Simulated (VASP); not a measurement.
# Rb (I4/mmm) in VASP: notebook

The runs below take Rb through single point, with r2SCAN.

All numbers are computed with VASP 6.6.1; they aren't measurements. Logs are shortened: lines on timing, memory, paths and dates and some standing lists are left out, and cuts for length are marked.

### 1 The cell of the first run

It takes space group I4/mmm (No. 139, tetragonal). The conventional cell has a = 6.175 Å, b = 6.175 Å, c = 5.314 Å, α = 90.00°, β = 90.00°, γ = 90.00°.

### 2 Single point, r2SCAN (biaxial strain in the a-b plane: +4.5 %, then relaxed in part)

POSCAR

```
Rb
1.0
    6.1749297905      0.0000000000      0.0000000000
    0.0000000000      6.1749297905      0.0000000000
    0.0000000000      0.0000000000      5.3142247504
Rb
2
Direct
    0.0000000000      0.0000000000      0.0000000000
    0.5000000000      0.5000000000      0.5000000000
```

INCAR.step1

```
ALGO = Normal
EDIFF = 1E-4
ENCUT = 520
GGA = PE
ISMEAR = 0
LASPH = True
LCHARG = False
LREAL = False
LWAVE = True
NBANDS = 16
NELM = 60
PREC = Accurate
SIGMA = 0.1
```

INCAR.step2

```
ALGO = Normal
EDIFF = 1E-6
ENCUT = 520
ISIF = 2
ISMEAR = 0
ISTART = 1
LASPH = True
LCHARG = False
LMIXTAU = True
LREAL = False
LWAVE = False
METAGGA = R2SCAN
NBANDS = 16
NELM = 60
PREC = Accurate
SIGMA = 0.1
```

KPOINTS

```
k-points
0
Gamma
  8 8 8
```

Potentials or basis: VASP PAW PBE potentials, release 64 (Rb_sv).

Run with:

```
$ cat potpaw_PBE.64/Rb_sv/POTCAR > POTCAR
$ cp INCAR.step1 INCAR
$ mpirun -np 1 vasp_std > vasp.out
$ cp INCAR.step2 INCAR
$ mpirun -np 1 vasp_std > vasp.out
```

OUTCAR:

```text
EDIFF = 1E-6
   ENCUT = 520
   ISIF = 2
   ISMEAR = 0
   ISTART = 1
   LASPH = True
   LREAL = False
   METAGGA = R2SCAN
   NELM = 60
   PREC = Accurate

 ion  position               nearest neighbor table
   1  0.000  0.000  0.000-   2 5.11   2 5.11   2 5.11   2 5.11   2 5.11   2 5.11   2 5.11   2 5.11

   2  0.500  0.500  0.500-   1 5.11   1 5.11   1 5.11   1 5.11   1 5.11   1 5.11   1 5.11   1 5.11

  LATTYP: Found a simple tetragonal cell.
 ALAT       =     6.1749297905
 C/A-ratio  =     0.8606129836

  Lattice vectors:

 A1 = (   6.1749297905,   0.0000000000,   0.0000000000)
 A2 = (   0.0000000000,   6.1749297905,   0.0000000000)
 A3 = (   0.0000000000,   0.0000000000,   5.3142247504)

Analysis of symmetry for initial positions (statically):
=====================================================================
 Subroutine PRICEL returns following result:

  LATTYP: Found a body centered tetragonal cell.
 ALAT       =     6.1749297905
 C/A-ratio  =     0.8606129836

  Lattice vectors:

 A1 = (  -3.0874648953,  -3.0874648953,  -2.6571123752)
 A2 = (   3.0874648953,   3.0874648953,  -2.6571123752)
 A3 = (   3.0874648953,  -3.0874648953,   2.6571123752)

   2 primitive cells build up your supercell.

 Routine SETGRP: Setting up the symmetry group for a
 simple tetragonal supercell.

 Subroutine GETGRP returns: Found 16 space group operations
 (whereof 16 operations were pure point group operations)
 out of a pool of 16 trial point group operations.

The static configuration has the point symmetry D_4h.

Analysis of symmetry for dynamics (positions and initial velocities):
=====================================================================
 Subroutine PRICEL returns following result:

  LATTYP: Found a body centered tetragonal cell.
 ALAT       =     6.1749297905
 C/A-ratio  =     0.8606129836

  Lattice vectors:

 A1 = (  -3.0874648953,  -3.0874648953,  -2.6571123752)
 A2 = (   3.0874648953,   3.0874648953,  -2.6571123752)
 A3 = (   3.0874648953,  -3.0874648953,   2.6571123752)

   2 primitive cells build up your supercell.

 Routine SETGRP: Setting up the symmetry group for a
 simple tetragonal supercell.

 Subroutine GETGRP returns: Found 16 space group operations
 (whereof 16 operations were pure point group operations)
 out of a pool of 16 trial point group operations.

The dynamic configuration has the point symmetry D_4h.

 Subroutine INISYM returns: Found 16 space group operations
 (whereof 16 operations are pure point group operations),
 and found     2 'primitive' translations

----------------------------------------------------------------------------------------

                                     Primitive cell

  volume of cell :     101.3151

  direct lattice vectors                    reciprocal lattice vectors
    -3.087464895 -3.087464895 -2.657112375     0.000000000 -0.161945161 -0.188174202
     3.087464895  3.087464895 -2.657112375     0.161945161  0.000000000 -0.188174202
     3.087464895 -3.087464895  2.657112375     0.161945161 -0.161945161  0.000000000

  length of vectors
     5.111274316  5.111274316  5.111274316     0.248265514  0.248265514  0.229025043

  position of ions in fractional coordinates (direct lattice)
     0.000000000  0.000000000  0.000000000

  ion indices of the primitive-cell ions
   primitive index   ion index
                 1           1

----------------------------------------------------------------------------------------

 KPOINTS: k-points

Automatic generation of k-mesh.
 Grid dimensions read from file:
 generate k-points for:    8    8    8

 Generating k-lattice:

  Cartesian coordinates                     Fractional coordinates (reciprocal lattice)
     0.020243145  0.000000000  0.000000000     0.125000000  0.000000000  0.000000000
     0.000000000  0.020243145  0.000000000     0.000000000  0.125000000  0.000000000
     0.000000000  0.000000000  0.023521775     0.000000000  0.000000000  0.125000000

  Length of vectors
     0.020243145  0.020243145  0.023521775

  Shift w.r.t. Gamma in fractional coordinates (k-lattice)
     0.000000000  0.000000000  0.000000000

 Subroutine IBZKPT returns following result:
 ===========================================

 Found     75 irreducible k-points:

 Following reciprocal coordinates:
            Coordinates               Weight
  0.000000  0.000000  0.000000      1.000000
  0.125000  0.000000  0.000000      4.000000
  0.250000  0.000000  0.000000      4.000000
  0.375000  0.000000  0.000000      4.000000
  0.500000  0.000000  0.000000      2.000000
  0.125000  0.125000  0.000000      4.000000
[... 16 lines left out ...]
  0.375000  0.125000  0.125000     16.000000
  0.500000  0.125000  0.125000      8.000000
 [... further k-points ...]
   k-points           NKPTS =     75   k-points in BZ     NKDIM =     75   number of bands    NBANDS=     16
   number of dos      NEDOS =    301   number of ions     NIONS =      2
   total plane-waves  NPLWV =  92160
   dimension x,y,z NGX =    48 NGY =   48 NGZ =   40
   dimension x,y,z NGXF=    96 NGYF=   96 NGZF=   80
   ions per type =               2
   NGX,Y,Z   is equivalent  to a cutoff of  12.92, 12.92, 12.51 a.u.
   NGXF,Y,Z  is equivalent  to a cutoff of  25.85, 25.85, 25.03 a.u.
 SYSTEM =  unknown system
   PREC   = accura    normal or accurate (medium, high low for compatibility)
   ISTART =      1    job   : 0-new  1-cont  2-samecut
   ICHARG =      0    charge: 1-file 2-atom 10-const
   ISPIN  =      1    spin polarized calculation?
   LNONCOLLINEAR =      F non collinear calculations
   LSORBIT =      F    spin-orbit coupling
   LASPH  =      T    aspherical Exc in radial PAW
   ENCUT  =  520.0 eV  38.22 Ry    6.18 a.u.  11.48 11.48  9.88*2*pi/ulx,y,z
   NELM   =     60;   NELMIN=  2; NELMDL=  0     # of ELM steps
   EDIFF  = 0.1E-05   stopping-criterion for ELM
   LREAL  =      F    real-space projection
   EDIFFG = 0.1E-04   stopping-criterion for IOM
   NSW    =      0    number of steps for IOM
   IBRION =     -1    ionic relax: 0-MD 1-quasi-New 2-CG
   NFREE  =      0    steps in history (QN), initial steepest desc. (CG)
   ISIF   =      2    stress and relaxation
   ISYM   =      2    0-nonsym 1-usesym 2-fastsym
   POTIM  = 0.5000    time-step for ionic-motion
   TEBEG  =    0.0;   TEEND  =   0.0 temperature during run
   PSTRESS=    0.0 pullay stress
   NELECT =      18.0000    total number of electrons
   NUPDOWN=      -1.0000    fix difference up-down
   EMIN   =  10.00;   EMAX   =-10.00  energy-range for DOS
   EFERMI =   0.00;   METHOD = LEGACY
   ISMEAR =     0;   SIGMA  =   0.10  broadening in eV -4-tet -1-fermi 0-gaus
   EFERMI_NEDOS =   21; number of points for ismear=-14 and -15
   IALGO  =     38    algorithm
   IMIX   =      4    mixing-type and parameters
     AMIX     =   0.40;   BMIX     =  1.00
     AMIX_MAG =   1.60;   BMIX_MAG =  1.00
  volume/ion in A,a.u.               =     101.32       683.71
  Fermi-wavevector in a.u.,A,eV,Ry     =   0.730462  1.380373  7.259727  0.533575
  Thomas-Fermi vector in A             =   1.822438
   LORBIT       =      0    0 simple, 1 ext, 2 COOP (PROOUT), +10 PAW based schemes
   METAGGA = R2SCAN    functional components
   LHFCALC =     F    Hartree Fock is set to
   AEXX    =    0.0000 exact exchange contribution
   IVDW    =     0    specifies the selected vdW correction
   LEPSILON=     F    determine dielectric tensor
   LRPA    =     F    only Hartree local field effects (RPA)
 non-spin polarized calculation
 Gauss-broadening in eV      SIGMA  =   0.10
  energy-cutoff  :      520.00
  volume of cell :      202.63
 maximum number of plane-waves:      5500
 NGX is ok and might be reduce to    48
   NGX = 23   NGY = 23   NGZ = 19

 number of electron      18.0000000 magnetization

 Free energy of the ion-electron system (eV)
  ---------------------------------------------------
  ext. energy  EPLUGINS =         0.00000000
  ---------------------------------------------------
  free energy    TOTEN  =       -27.82580262 eV

  energy without entropy =      -27.81659068  energy(sigma->0) =      -27.82119665

 E-fermi :  -0.1625     XC(G=0):  -5.4629

 val. band max:       -0.1820375226   @ k =   0.2500   0.1250   0.5000
 cond. band min:      -0.1416573701   @ k =   0.3750   0.1250   0.1250
 fundamental gap:      0.0403801525
 Fermi energy:        -0.1624917306

 k-point     1 :       0.0000    0.0000    0.0000
  band No.  band energies     occupation
      1     -30.3045      2.00000
      2     -30.3000      2.00000
      3     -13.8538      2.00000
      4     -13.8538      2.00000
      5     -13.8352      2.00000
      6     -13.8015      2.00000
[... 8 lines left out ...]
     15       4.2007      0.00000
     16       4.2061      0.00000

 k-point     2 :       0.1250    0.0000    0.0000
  band No.  band energies     occupation
      1     -30.3043      2.00000
      2     -30.3001      2.00000
      3     -13.8528      2.00000
      4     -13.8518      2.00000
      5     -13.8338      2.00000
      6     -13.8044      2.00000
[... 8 lines left out ...]
     15       3.9725      0.00000
     16       4.1343      0.00000

 k-point     3 :       0.2500    0.0000    0.0000
  band No.  band energies     occupation
      1     -30.3038      2.00000
      2     -30.3006      2.00000
      3     -13.8493      2.00000
      4     -13.8460      2.00000
      5     -13.8300      2.00000
      6     -13.8124      2.00000
[... 8 lines left out ...]
     15       3.4228      0.00000
     16       3.9659      0.00000

 k-point     4 :       0.3750    0.0000    0.0000
  band No.  band energies     occupation
      1     -30.3031      2.00000
      2     -30.3013      2.00000
      3     -13.8431      2.00000
      4     -13.8374      2.00000
      5     -13.8243      2.00000
      6     -13.8232      2.00000
[... 8 lines left out ...]
     15       3.5706      0.00000
     16       3.8451      0.00000

 k-point     5 :       0.5000    0.0000    0.0000
  band No.  band energies     occupation
      1     -30.3022      2.00000
      2     -30.3022      2.00000
      3     -13.8341      2.00000
      4     -13.8341      2.00000
      5     -13.8273      2.00000
      6     -13.8273      2.00000
[... 8 lines left out ...]
     15       3.8077      0.00000
     16       3.8077      0.00000

 k-point     6 :       0.1250    0.1250    0.0000
  band No.  band energies     occupation
      1     -30.3042      2.00000
      2     -30.3003      2.00000
      3     -13.8560      2.00000
      4     -13.8457      2.00000
      5     -13.8326      2.00000
      6     -13.8115      2.00000
[... 8 lines left out ...]
     15       3.9871      0.00000
     16       4.0226      0.00000
[... 267 lines left out ...]
 k-point    21 :       0.1250    0.1250    0.1250
  band No.  band energies     occupation
      1     -30.3039      2.00000
      2     -30.3003      2.00000
      3     -13.8535      2.00000
      4     -13.8470      2.00000
      5     -13.8329      2.00000
      6     -13.8169      2.00000
[... 8 lines left out ...]
     15       3.6653      0.00000
     16       3.9938      0.00000

 k-point    22 :       0.2500    0.1250    0.1250
  band No.  band energies     occupation
      1     -30.3035      2.00000
      2     -30.3007      2.00000
      3     -13.8545      2.00000
      4     -13.8415      2.00000
      5     -13.8268      2.00000
      6     -13.8265      2.00000
[... 8 lines left out ...]
     15       3.3497      0.00000
     16       4.0680      0.00000

 k-point    23 :       0.3750    0.1250    0.1250
  band No.  band energies     occupation
      1     -30.3028      2.00000
      2     -30.3013      2.00000
      3     -13.8524      2.00000
      4     -13.8375      2.00000
      5     -13.8337      2.00000
      6     -13.8191      2.00000
[... 8 lines left out ...]
     15       3.5123      0.00000
     16       3.9894      0.00000

 k-point    24 :       0.5000    0.1250    0.1250
  band No.  band energies     occupation
      1     -30.3021      2.00000
      2     -30.3021      2.00000
      3     -13.8466      2.00000
      4     -13.8466      2.00000
      5     -13.8248      2.00000
      6     -13.8248      2.00000
[... 8 lines left out ...]
     15       3.7946      0.00000
     16       3.7946      0.00000

 [... further k-points ...]

------------------------ aborting loop because EDIFF is reached ----------------------------------------

  FORCE on cell =-STRESS in cart. coord.  units (eV):
  Direction    XX          YY          ZZ          XY          YZ          ZX
  --------------------------------------------------------------------------------------
  -------------------------------------------------------------------------------------
  Total       -0.2600609     -0.2600609     -0.0118415      0.0000000      0.0000000      0.0000000
  in kB       -2.0562776     -2.0562776     -0.0936298      0.0000000      0.0000000      0.0000000
  external PRESSURE =      -1.4020617 kB  Pullay stress =       0.0000000 kB

 VOLUME and BASIS-vectors are now :
 -----------------------------------------------------------------------------
  energy-cutoff  :      520.00
  volume of cell :      202.63
      direct lattice vectors                 reciprocal lattice vectors
     6.174929791  0.000000000  0.000000000     0.161945161  0.000000000  0.000000000
     0.000000000  6.174929791  0.000000000     0.000000000  0.161945161  0.000000000
     0.000000000  0.000000000  5.314224750     0.000000000  0.000000000  0.188174202

 POSITION                                       TOTAL-FORCE (eV/Angst)
 -----------------------------------------------------------------------------------
      0.00000      0.00000      0.00000        -0.000000      0.000000     -0.000000
      3.08746      3.08746      2.65711         0.000000     -0.000000      0.000000
 -----------------------------------------------------------------------------------
    total drift:                                0.000000     -0.000000     -0.000000

  FREE ENERGIE OF THE ION-ELECTRON SYSTEM (eV)
  ---------------------------------------------------
  free  energy   TOTEN  =       -27.8258026230 eV

  energy  without entropy=      -27.8165906825  energy(sigma->0) =      -27.82119665
```

Wall time 19 min (1 thread of Intel Xeon 8259CL, shared host); peak memory 0.45 GiB.

What came out:

| Property | Result |
| --- | --- |
| Free energy | -27.8258 eV |
| Pressure | -0.1 GPa |
| Band gap on the k mesh | zero (bands 9 and 10 overlap by 2.04 eV) |

Stress tensor (GPa, compression positive):
```
-0.21  0.00  0.00
 0.00 -0.21  0.00
 0.00  0.00 -0.01
```

Caveat: the cell differs from its parent crystal (biaxial strain in the a-b plane: +4.5 %, then relaxed in part); the PAW data sets were made with another functional, which shifts forces and pressure a little.

### 3 Single point, r2SCAN (biaxial strain in the a-b plane: -1.5 %)

POSCAR

```
Rb
1.0
    5.8203883672      0.0000000000      0.0000000000
    0.0000000000      5.8203883672      0.0000000000
    0.0000000000      0.0000000000      5.5108456045
Rb
2
Direct
    0.0000000000      0.0000000000      0.0000000000
    0.5000000000      0.5000000000      0.5000000000
```

INCAR.step1

```
ALGO = Normal ; EDIFF = 1E-4
ENCUT = 520 ; GGA = PE
ISMEAR = 0 ; LASPH = T
LCHARG = F ; LREAL = F
LWAVE = T ; NBANDS = 16
NELM = 100 ; PREC = Accurate
SIGMA = 0.1
```

INCAR.step2

```
ALGO = Normal ; EDIFF = 1E-6
ENCUT = 520 ; ISIF = 2
ISMEAR = 0 ; ISTART = 1
LASPH = T ; LCHARG = F
LMIXTAU = T ; LREAL = F
LWAVE = F ; METAGGA = R2SCAN
NBANDS = 16 ; NELM = 100
PREC = Accurate ; SIGMA = 0.1
```

KPOINTS is that of step 2.

Potentials or basis: VASP PAW PBE potentials, release 64 (Rb_sv).

Run with:

```
$ cat potpaw_PBE.64/Rb_sv/POTCAR > POTCAR
$ cp INCAR.step1 INCAR
$ mpirun -np 1 vasp_std > vasp.out
$ cp INCAR.step2 INCAR
$ mpirun -np 1 vasp_std > vasp.out
```

OUTCAR:

```text
EDIFF = 1E-6
   ENCUT = 520
   ISIF = 2
   ISMEAR = 0
   ISTART = 1
   LASPH = T
   LREAL = F
   METAGGA = R2SCAN
   NELM = 100
   PREC = Accurate

 ion  position               nearest neighbor table
   1  0.000  0.000  0.000-   2 4.95   2 4.95   2 4.95   2 4.95   2 4.95   2 4.95   2 4.95   2 4.95

   2  0.500  0.500  0.500-   1 4.95   1 4.95   1 4.95   1 4.95   1 4.95   1 4.95   1 4.95   1 4.95

  LATTYP: Found a simple tetragonal cell.
 ALAT       =     5.8203883672
 C/A-ratio  =     0.9468175072

  Lattice vectors:

 A1 = (   5.8203883672,   0.0000000000,   0.0000000000)
 A2 = (   0.0000000000,   5.8203883672,   0.0000000000)
 A3 = (   0.0000000000,   0.0000000000,   5.5108456045)

Analysis of symmetry for initial positions (statically):
=====================================================================
 Subroutine PRICEL returns following result:

  LATTYP: Found a body centered tetragonal cell.
 ALAT       =     5.8203883672
 C/A-ratio  =     0.9468175072

  Lattice vectors:

 A1 = (  -2.9101941836,  -2.9101941836,  -2.7554228023)
 A2 = (   2.9101941836,   2.9101941836,  -2.7554228022)
 A3 = (   2.9101941836,  -2.9101941836,   2.7554228023)

[... 180 lines left out ...]

 E-fermi :   0.0441     XC(G=0):  -5.6603

 val. band max:        0.0440538184   @ k =   0.5000   0.0000   0.3750
 cond. band min:       0.0510211019   @ k =   0.3750   0.1250   0.0000
 fundamental gap:      0.0069672835
 Fermi energy:         0.0441491997

 k-point     1 :       0.0000    0.0000    0.0000
  band No.  band energies     occupation
      1     -30.0786      2.00000
      2     -30.0715      2.00000
      3     -13.6362      2.00000
      4     -13.6362      2.00000
      5     -13.6267      2.00000
      6     -13.5701      2.00000
[... 433 lines left out ...]
      3     -13.6323      2.00000
      4     -13.6323      2.00000
      5     -13.6022      2.00000
      6     -13.6022      2.00000
[... 8 lines left out ...]
     15       3.9821      0.00000
     16       3.9821      0.00000

 [... further k-points ...]

------------------------ aborting loop because EDIFF is reached ----------------------------------------

  FORCE on cell =-STRESS in cart. coord.  units (eV):
  Direction    XX          YY          ZZ          XY          YZ          ZX
  --------------------------------------------------------------------------------------
  -------------------------------------------------------------------------------------
  Total        0.0425646      0.0425646      0.0784903      0.0000000      0.0000000     -0.0000000
  in kB        0.3652891      0.3652891      0.6736036      0.0000000      0.0000000     -0.0000000
  external PRESSURE =       0.4680606 kB  Pullay stress =       0.0000000 kB

 VOLUME and BASIS-vectors are now :
 -----------------------------------------------------------------------------
  energy-cutoff  :      520.00
  volume of cell :      186.69
      direct lattice vectors                 reciprocal lattice vectors
     5.820388367  0.000000000  0.000000000     0.171809841  0.000000000  0.000000000
     0.000000000  5.820388367  0.000000000     0.000000000  0.171809841  0.000000000
     0.000000000  0.000000000  5.510845605     0.000000000  0.000000000  0.181460355

 POSITION                                       TOTAL-FORCE (eV/Angst)
 -----------------------------------------------------------------------------------
      0.00000      0.00000      0.00000        -0.000000     -0.000000     -0.000000
      2.91019      2.91019      2.75542         0.000000      0.000000      0.000000
 -----------------------------------------------------------------------------------
    total drift:                                0.000000     -0.000000     -0.000000

  FREE ENERGIE OF THE ION-ELECTRON SYSTEM (eV)
  ---------------------------------------------------
  free  energy   TOTEN  =       -27.8402782765 eV

  energy  without entropy=      -27.8304392461  energy(sigma->0) =      -27.83535876
```

Run time: 7.4 min. Hardware: 1 thread of AMD EPYC 9R45 (Zen 5), shared host; peak memory 0.41 GiB.

Results:

```yaml
Free_energy: -27.8403 eV
Pressure: 0.0 GPa
Band_gap_on_the_k_mesh: zero (bands 9 and 10 overlap by 2.01 eV)
```

Levels at points of the mesh, in eV from the Fermi level:
```tsv
k point	band 6	band 7	band 8	band 9	band 10	band 11	band 12	band 13
(0.00, 0.00, 0.00)	-13.61	-13.61	-13.61	-2.09	1.22	1.38	3.23	3.23
(0.50, 0.00, 0.00)	-13.65	-13.64	-13.64	-0.72	-0.72	2.46	2.46	3.15
(0.50, 0.50, 0.00)	-13.64	-13.61	-13.61	0.26	0.26	0.58	0.58	3.06
(0.00, 0.00, 0.50)	-13.65	-13.65	-13.65	-0.58	-0.58	2.48	2.48	3.17
(0.50, 0.00, 0.50)	-13.64	-13.62	-13.62	0.36	0.36	0.72	0.72	2.73
(0.50, 0.50, 0.50)	-13.66	-13.66	-13.66	1.29	1.29	1.29	1.29	1.35
```

Caveat: the cell differs from its parent crystal (biaxial strain in the a-b plane: -1.5 %); the PAW data sets were made with another functional, which shifts forces and pressure a little.

The gap in the log of VASP goes by the Fermi energy; the results here count the filled bands.